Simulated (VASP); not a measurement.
# Pd (Fm-3m) in VASP: notebook

The runs below take Pd through single point, relaxation of cell and atoms, with r2SCAN.

Everything below comes from runs of VASP 6.6.1. Logs are shortened: lines on timing, memory, paths and dates and some standing lists are left out, and cuts for length are marked.

## 1. The cell of the first run

Symmetry: Fm-3m, No. 225, cubic system. Conventional cell: a = 3.903 Å, b = 3.903 Å, c = 3.903 Å, α = 90.00°, β = 90.00°, γ = 90.00°. Pd (site symmetry m-3m) has 12 Pd at 2.76 Å within 3.6 Å.

## 2. Single point, r2SCAN

Contents of POSCAR:

```
Pd
1.0
    0.0000000000      1.9513251615      1.9513251615
    1.9513251615      0.0000000000      1.9513251615
    1.9513251615      1.9513251615      0.0000000000
Pd
1
Direct
    0.0000000000      0.0000000000      0.0000000000
```

Contents of INCAR.step1:

```
SYSTEM = Pd
ALGO = Normal ; EDIFF = 1E-4
ENCUT = 520 ; GGA = PE
ISMEAR = -1 ; LASPH = .TRUE.
LCHARG = .FALSE. ; LREAL = .FALSE.
LWAVE = .TRUE. ; NBANDS = 11
NELM = 80 ; PREC = Accurate
SIGMA = 0.08
```

Contents of INCAR.step2:

```
SYSTEM = Pd
ALGO = Normal ; EDIFF = 1E-6
ENCUT = 520 ; ISIF = 2
ISMEAR = -1 ; ISTART = 1
LASPH = .TRUE. ; LCHARG = .FALSE.
LMIXTAU = .TRUE. ; LREAL = .FALSE.
LWAVE = .FALSE. ; METAGGA = R2SCAN
NBANDS = 11 ; NELM = 80
PREC = Accurate ; SIGMA = 0.08
```

Contents of KPOINTS:

```
k-points
0
G
  24 24 24
  0 0 0
```

Potentials or basis: VASP PAW PBE potentials, release 64 (Pd).

On the command line:

```console
$ cat potpaw_PBE.64/Pd/POTCAR > POTCAR
$ cp INCAR.step1 INCAR
$ mpirun -np 1 vasp_std > vasp.out
$ cp INCAR.step2 INCAR
$ mpirun -np 1 vasp_std > vasp.out
```

OUTCAR:

```text
SYSTEM = Pd
   EDIFF = 1E-6
   ENCUT = 520
   ISIF = 2
   ISMEAR = -1
   ISTART = 1
   LASPH = .TRUE.
   LREAL = .FALSE.
   METAGGA = R2SCAN
   NELM = 80
   PREC = Accurate

 ion  position               nearest neighbor table
   1  0.000  0.000  0.000-

  LATTYP: Found a face centered cubic cell.
 ALAT       =     3.9026503230

  Lattice vectors:

 A1 = (   0.0000000000,   1.9513251615,   1.9513251615)
 A2 = (   1.9513251615,   0.0000000000,   1.9513251615)
 A3 = (   1.9513251615,   1.9513251615,   0.0000000000)

Analysis of symmetry for initial positions (statically):
=====================================================================
 Subroutine PRICEL returns:
 Original cell was already a primitive cell.

 Routine SETGRP: Setting up the symmetry group for a
 face centered cubic supercell.

 Subroutine GETGRP returns: Found 48 space group operations
 (whereof 48 operations were pure point group operations)
 out of a pool of 48 trial point group operations.

The static configuration has the point symmetry O_h .

Analysis of symmetry for dynamics (positions and initial velocities):
=====================================================================
 Subroutine PRICEL returns:
 Original cell was already a primitive cell.

 Routine SETGRP: Setting up the symmetry group for a
 face centered cubic supercell.

 Subroutine GETGRP returns: Found 48 space group operations
 (whereof 48 operations were pure point group operations)
 out of a pool of 48 trial point group operations.

The dynamic configuration has the point symmetry O_h .

 Subroutine INISYM returns: Found 48 space group operations
 (whereof 48 operations are pure point group operations),
 and found     1 'primitive' translations

----------------------------------------------------------------------------------------

                                     Primitive cell

  volume of cell :      14.8600

  direct lattice vectors                    reciprocal lattice vectors
     0.000000000  1.951325162  1.951325162    -0.256236126  0.256236126  0.256236126
     1.951325162  0.000000000  1.951325162     0.256236126 -0.256236126  0.256236126
     1.951325162  1.951325162  0.000000000     0.256236126  0.256236126 -0.256236126

  length of vectors
     2.759590508  2.759590508  2.759590508     0.443813989  0.443813989  0.443813989

  position of ions in fractional coordinates (direct lattice)
     0.000000000  0.000000000  0.000000000

  ion indices of the primitive-cell ions
   primitive index   ion index
                 1           1

[... 77 lines left out ...]
   ISIF   =      2    stress and relaxation
   ISYM   =      2    0-nonsym 1-usesym 2-fastsym
   POTIM  = 0.5000    time-step for ionic-motion
   TEBEG  =    0.0;   TEEND  =   0.0 temperature during run
   PSTRESS=    0.0 pullay stress
   NELECT =      10.0000    total number of electrons
   NUPDOWN=      -1.0000    fix difference up-down
   EMIN   =  10.00;   EMAX   =-10.00  energy-range for DOS
   EFERMI =   0.00;   METHOD = LEGACY
   ISMEAR =    -1;   SIGMA  =   0.08  broadening in eV -4-tet -1-fermi 0-gaus
   EFERMI_NEDOS =   21; number of points for ismear=-14 and -15
   IALGO  =     38    algorithm
   IMIX   =      4    mixing-type and parameters
     AMIX     =   0.40;   BMIX     =  1.00
     AMIX_MAG =   1.60;   BMIX_MAG =  1.00
  volume/ion in A,a.u.               =      14.86       100.28
  Fermi-wavevector in a.u.,A,eV,Ry     =   1.434614  2.711028 28.002402  2.058118
  Thomas-Fermi vector in A             =   2.554004
   LORBIT       =      0    0 simple, 1 ext, 2 COOP (PROOUT), +10 PAW based schemes
   METAGGA = R2SCAN    functional components
   LHFCALC =     F    Hartree Fock is set to
   AEXX    =    0.0000 exact exchange contribution
   IVDW    =     0    specifies the selected vdW correction
   LEPSILON=     F    determine dielectric tensor
   LRPA    =     F    only Hartree local field effects (RPA)
 non-spin polarized calculation
  energy-cutoff  :      520.00
  volume of cell :       14.86
 maximum number of plane-waves:       415
 NGX is ok and might be reduce to    24
   NGX = 11   NGY = 11   NGZ = 11

 number of electron       9.9999998 magnetization

 Free energy of the ion-electron system (eV)
  ---------------------------------------------------
  ext. energy  EPLUGINS =         0.00000000
  ---------------------------------------------------
  free energy    TOTEN  =       -22.96883075 eV

  energy without entropy =      -22.92840394  energy(sigma->0) =      -22.94861735

 E-fermi :   9.5104     XC(G=0): -14.0762

 val. band max:        9.5047994292   @ k =  -0.4583   0.2917   0.0417
 cond. band min:       9.5127421156   @ k =  -0.3750   0.4167   0.0417
 fundamental gap:      0.0079426864
 Fermi energy:         9.5103512290

 k-point     1 :       0.0000    0.0000    0.0000
  band No.  band energies     occupation
      1       2.3540      2.00000
      2       6.6054      2.00000
      3       6.6054      2.00000
      4       6.6054      2.00000
      5       8.1976      2.00000
      6       8.1976      2.00000
      7      27.5061      0.00000
      8      31.9752      0.00000
      9      32.4487      0.00000
     10      32.4487      0.00000
     11      32.4487      0.00000
[... 309 lines left out ...]
 k-point    24 :       0.4583    0.0417    0.0000
  band No.  band energies     occupation
      1       4.1876      2.00000
      2       6.5200      2.00000
      3       6.6038      2.00000
      4       8.9646      1.99782
      5       9.4244      1.49064
      6      10.6438      0.00000
      7      17.8410      0.00000
      8      27.0516      0.00000
      9      31.3631      0.00000
     10      31.6378      0.00000
     11      32.0172      0.00000

 [... further k-points ...]

------------------------ aborting loop because EDIFF is reached ----------------------------------------

  FORCE on cell =-STRESS in cart. coord.  units (eV):
  Direction    XX          YY          ZZ          XY          YZ          ZX
  --------------------------------------------------------------------------------------
  -------------------------------------------------------------------------------------
  Total        0.1556964      0.1556964      0.1556964      0.0000000     -0.0000000      0.0000000
  in kB       16.7868891     16.7868891     16.7868891      0.0000000     -0.0000000      0.0000000
  external PRESSURE =      16.7868891 kB  Pullay stress =       0.0000000 kB

 VOLUME and BASIS-vectors are now :
 -----------------------------------------------------------------------------
  energy-cutoff  :      520.00
  volume of cell :       14.86
      direct lattice vectors                 reciprocal lattice vectors
     0.000000000  1.951325162  1.951325162    -0.256236126  0.256236126  0.256236126
     1.951325162  0.000000000  1.951325162     0.256236126 -0.256236126  0.256236126
     1.951325162  1.951325162  0.000000000     0.256236126  0.256236126 -0.256236126

 POSITION                                       TOTAL-FORCE (eV/Angst)
 -----------------------------------------------------------------------------------
      0.00000      0.00000      0.00000         0.000000     -0.000000      0.000000
 -----------------------------------------------------------------------------------
    total drift:                               -0.000000      0.000000     -0.000000

  FREE ENERGIE OF THE ION-ELECTRON SYSTEM (eV)
  ---------------------------------------------------
  free  energy   TOTEN  =       -22.9688307480 eV

  energy  without entropy=      -22.9284039421  energy(sigma->0) =      -22.94861735
```

OSZICAR.step1:

```text
N       E                     dE             d eps       ncg     rms          rms(c)
DAV:   1     0.421215551578E+02    0.42122E+02   -0.51774E+03  9158   0.855E+02
DAV:   2    -0.494398002380E+01   -0.47066E+02   -0.45429E+02 10273   0.181E+02
DAV:   3    -0.550903404869E+01   -0.56505E+00   -0.56275E+00 10983   0.211E+01
DAV:   4    -0.551156047725E+01   -0.25264E-02   -0.25261E-02 11015   0.149E+00
DAV:   5    -0.551158765115E+01   -0.27174E-04   -0.27173E-04 11981   0.139E-01    0.762E+00
DAV:   6    -0.524702059497E+01    0.26457E+00   -0.10936E+00 11192   0.851E+00    0.374E+00
DAV:   7    -0.523766637285E+01    0.93542E-02   -0.20311E-02 11825   0.921E-01    0.197E+00
DAV:   8    -0.523406102207E+01    0.36054E-02   -0.12130E-03 11293   0.297E-01    0.769E-02
DAV:   9    -0.523404440061E+01    0.16621E-04   -0.11721E-04  7832   0.913E-02
   1 F= -.52340444E+01 E0= -.52125796E+01  d E =-.429295E-01
```

It took 86 s on 1 thread of Intel Xeon 6975P-C (Granite Rapids), shared host; peak memory 0.2 GiB.

Results:

- Free energy: -22.9688 eV
- Pressure: 1.7 GPa
- Band gap on the k mesh: zero (bands 5 and 6 overlap by 1.66 eV)

Levels at points of the mesh, in eV from the Fermi level:
| k point | band 3 | band 4 | band 5 | band 6 | band 7 | band 8 |
| --- | --- | --- | --- | --- | --- | --- |
| (0.00, 0.00, 0.00) | -2.90 | -2.90 | -1.31 | -1.31 | 18.00 | 22.46 |
| (0.50, 0.00, 0.00) | -2.98 | -0.06 | -0.06 | 1.28 | 7.63 | 17.39 |
| (0.50, 0.50, 0.00) | -0.12 | 0.28 | 0.28 | 3.63 | 11.21 | 13.86 |

Caveat: the PAW data sets were made with another functional, which shifts forces and pressure a little.

## 3. Single point, r2SCAN

This run uses another cell than the first one, of 14.94 Å³/atom.

Contents of POSCAR:

```
Pd
1.0
    0.0000000000      1.9548718246      1.9548718246
    1.9548718246      0.0000000000      1.9548718246
    1.9548718246      1.9548718246      0.0000000000
Pd
1
Direct
    0.0000000000      0.0000000000      0.0000000000
```

Contents of INCAR.step1:

```
PREC     = Accurate       # precision mode
ENCUT    = 520            # plane-wave cutoff, eV
ISMEAR   = -1             # smearing method
SIGMA    = 0.08           # smearing width, eV
LREAL    = False          # projectors in reciprocal space
LASPH    = True           # aspherical terms in the spheres
NELM     = 100            # most SCF steps
NBANDS   = 11             # bands
GGA      = PE             # functional
ALGO     = Normal         # electronic algorithm
EDIFF    = 1E-4           # SCF threshold, eV
LWAVE    = True           # write WAVECAR
LCHARG   = False          # write CHGCAR
```

Contents of INCAR.step2:

```
PREC     = Accurate       # precision mode
ENCUT    = 520            # plane-wave cutoff, eV
EDIFF    = 1E-7           # SCF threshold, eV
ISMEAR   = -1             # smearing method
SIGMA    = 0.08           # smearing width, eV
LREAL    = False          # projectors in reciprocal space
LASPH    = True           # aspherical terms in the spheres
NELM     = 100            # most SCF steps
ALGO     = Normal         # electronic algorithm
ISIF     = 2              # what is computed and relaxed
LWAVE    = False          # write WAVECAR
LCHARG   = False          # write CHGCAR
METAGGA  = R2SCAN         # meta-GGA
LMIXTAU  = True         
NBANDS   = 11             # bands
ISTART   = 1
```

Contents of KPOINTS:

```
Automatic mesh
0
Gamma
  24 24 24
```

Potentials or basis: VASP PAW PBE potentials, release 64 (Pd).

On the command line:

```console
$ cat potpaw_PBE.64/Pd/POTCAR > POTCAR
$ cp INCAR.step1 INCAR
$ mpirun -np 1 vasp_std > vasp.out
$ cp INCAR.step2 INCAR
$ mpirun -np 1 vasp_std > vasp.out
```

Run time: 1.7 min. Hardware: 1 thread of Intel Xeon 6975P-C (Granite Rapids), shared host; peak memory 0.2 GiB.

It converged, with:

```yaml
Free_energy: -22.9695 eV
Pressure: 0.7 GPa
Band_gap_on_the_k_mesh: zero (bands 5 and 6 overlap by 1.65 eV)
```

Levels at points of the mesh, in eV from the Fermi level:
```csv
k point,band 3,band 4,band 5,band 6,band 7,band 8
"(0.00, 0.00, 0.00)",-2.88,-2.88,-1.30,-1.30,17.99,22.48
"(0.50, 0.00, 0.00)",-2.95,-0.06,-0.06,1.29,7.58,17.38
"(0.50, 0.50, 0.00)",-0.12,0.28,0.28,3.63,11.15,13.83
```

Caveat: the PAW data sets were made with another functional, which shifts forces and pressure a little.

## 4. Relaxation of cell and atoms, r2SCAN

This run uses another cell than the first one, of 14.75 Å³/atom.

Contents of POSCAR:

```
Pd
1.0
    0.0000000000      1.9465000000      1.9465000000
    1.9465000000      0.0000000000      1.9465000000
    1.9465000000      1.9465000000      0.0000000000
Pd
1
Direct
    0.0000000000      0.0000000000      0.0000000000
```

Contents of INCAR.step1:

```
SYSTEM = Pd
  ALGO = Normal
  EDIFF = 1E-4
  ENCUT = 600
  GGA = PE
  ISMEAR = -1
  LASPH = .True.
  LCHARG = .False.
  LREAL = .False.
  LWAVE = .True.
  NELM = 60
  PREC = Accurate
  SIGMA = 0.08
```

Contents of INCAR.step2:

```
SYSTEM = Pd
  ALGO = Normal
  EDIFF = 1E-7
  EDIFFG = -0.002
  ENCUT = 600
  IBRION = 2
  ISIF = 3
  ISMEAR = -1
  ISTART = 1
  LASPH = .True.
  LCHARG = .False.
  LMIXTAU = .True.
  LREAL = .False.
  LWAVE = .False.
  METAGGA = R2SCAN
  NELM = 60
  NSW = 100
  PREC = Accurate
  SIGMA = 0.08
```

Contents of KPOINTS:

```
k-points
0
Gamma
  24 24 24
  0 0 0
```

On the command line:

```console
$ cat potpaw_PBE.64/Pd/POTCAR > POTCAR
$ cp INCAR.step1 INCAR
$ mpirun -np 1 vasp_std > vasp.out
$ cp INCAR.step2 INCAR
$ mpirun -np 1 vasp_std > vasp.out
```

Run time: 4.1 min. Hardware: 1 thread of Intel Xeon 6975P-C (Granite Rapids), shared host; peak memory 0.22 GiB.

The run converged. Its results:

```yaml
Free_energy: -22.9689 eV
Relaxed_volume: 14.99 Å³/atom
Relaxed_cell: a = 2.768 Å, b = 2.768 Å, c = 2.768 Å, α = 60.00°, β = 60.00°, γ = 60.00°
Space_group_after_relaxing_to_0.1_Å: Fm-3m (No. 225)
Energy_gained_by_relaxing: 2.3 meV/atom
Ionic_steps: 3
Pressure_after_relaxing: 0.0 GPa
Band_gap_on_the_k_mesh: zero (bands 5 and 6 overlap by 1.64 eV)
```

The path:
```
step  energy change (eV)  largest force (eV/Å)  pressure (GPa)  volume (Å³)
   1              0.0000                0.0000            3.16        14.75
   2              0.0032                0.0000           -4.41        15.38
   3             -0.0023                0.0000            0.00        14.99
```

Final structure:
```cif
data_structure
_symmetry_space_group_name_H-M 'P 1'
_symmetry_Int_Tables_number 1
_cell_length_a 2.7677
_cell_length_b 2.7677
_cell_length_c 2.7677
_cell_angle_alpha 60.000
_cell_angle_beta 60.000
_cell_angle_gamma 60.000
_cell_volume 14.99
loop_
_atom_site_label
_atom_site_type_symbol
_atom_site_fract_x
_atom_site_fract_y
_atom_site_fract_z
_atom_site_occupancy
Pd1 Pd 0.00000 0.00000 0.00000 1
```

Levels at points of the mesh, in eV from the Fermi level:
```
           k point  band 3  band 4  band 5  band 6  band 7  band 8
(0.00, 0.00, 0.00)   -2.86   -2.86   -1.30   -1.30   17.99   22.50
(0.50, 0.00, 0.00)   -2.93   -0.06   -0.06    1.30    7.56   17.38
(0.50, 0.50, 0.00)   -0.12    0.28    0.28    3.64   11.11   13.81
```

Caveat: the PAW data sets were made with another functional, which shifts forces and pressure a little. Zero-point motion and thermal expansion aren't in these numbers.

## 5. Relaxation of cell and atoms, r2SCAN, target pressure 4 GPa, at which the enthalpy is minimised

This run uses another cell than the first one, of 14.94 Å³/atom.

Contents of POSCAR:

```
Pd
1.0
    0.0000000000      1.9548718246      1.9548718246
    1.9548718246      0.0000000000      1.9548718246
    1.9548718246      1.9548718246      0.0000000000
Pd
1
Direct
    0.0000000000      0.0000000000      0.0000000000
```

Contents of INCAR.step1:

```
ALGO = Normal
EDIFF = 1E-4
ENCUT = 600
GGA = PE
ISMEAR = -1
LASPH = T
LCHARG = F
LREAL = F
LWAVE = T
NELM = 80
PREC = Accurate
SIGMA = 0.08
```

Contents of INCAR.step2:

```
ALGO = Normal
EDIFF = 1E-7
EDIFFG = -0.002
ENCUT = 600
IBRION = 2
ISIF = 3
ISMEAR = -1
ISTART = 1
LASPH = T
LCHARG = F
LMIXTAU = T
LREAL = F
LWAVE = F
METAGGA = R2SCAN
NELM = 80
NSW = 100
PREC = Accurate
PSTRESS = 40.0
SIGMA = 0.08
```

Contents of KPOINTS:

```
k-points
0
Gamma
  24 24 24
```

On the command line:

```console
$ cat potpaw_PBE.64/Pd/POTCAR > POTCAR
$ cp INCAR.step1 INCAR
$ mpirun -np 1 vasp_std > vasp.out
$ cp INCAR.step2 INCAR
$ mpirun -np 1 vasp_std > vasp.out
```

It took 14 min on 1 thread of Oxide Virtual Turin-like, shared host; peak memory 0.18 GiB.

It converged, with:

* Free energy: -22.9653 eV
* Relaxed volume: 14.69 Å³/atom
* Relaxed cell: a = 2.749 Å, b = 2.749 Å, c = 2.749 Å, α = 60.00°, β = 60.00°, γ = 60.00°
* Space group after relaxing (to 0.1 Å): Fm-3m (No. 225)
* Energy change on relaxing (the run minimises the enthalpy): +3.6 meV/atom
* Ionic steps: 3
* Pressure after relaxing: 4.0 GPa
* Band gap on the k mesh: zero (bands 5 and 6 overlap by 1.70 eV)

Step by step:
| step | energy change (eV) | largest force (eV/Å) | pressure (GPa) | volume (Å³) |
| --- | --- | --- | --- | --- |
| 1 | 0.0000 | 0.0000 | 0.64 | 14.94 |
| 2 | 0.0220 | 0.0000 | 10.44 | 14.27 |
| 3 | 0.0036 | 0.0000 | 3.99 | 14.69 |

Final structure:
```yaml
crystal:
  lattice:
    - [0.00000, 1.94387, 1.94387]
    - [1.94387, 0.00000, 1.94387]
    - [1.94387, 1.94387, 0.00000]
  atoms:
    - { symbol: Pd, position: [0.00000, 0.00000, 0.00000] }
```

Levels at points of the mesh, in eV from the Fermi level:
| k point | band 2 | band 3 | band 4 | band 5 | band 6 | band 7 | band 8 | band 9 |
| --- | --- | --- | --- | --- | --- | --- | --- | --- |
| (0.00, 0.00, 0.00) | -2.96 | -2.96 | -2.96 | -1.34 | -1.34 | 18.00 | 22.43 | 23.02 |
| (0.50, 0.00, 0.00) | -3.03 | -3.03 | -0.06 | -0.06 | 1.25 | 7.72 | 17.40 | 22.15 |
| (0.50, 0.50, 0.00) | -5.32 | -0.12 | 0.29 | 0.29 | 3.63 | 11.33 | 13.93 | 13.93 |

Caveat: the cell is relaxed towards a set pressure, so the run minimises the enthalpy, not the energy; the PAW data sets were made with another functional, which shifts forces and pressure a little.

[end of part 1 of 2]
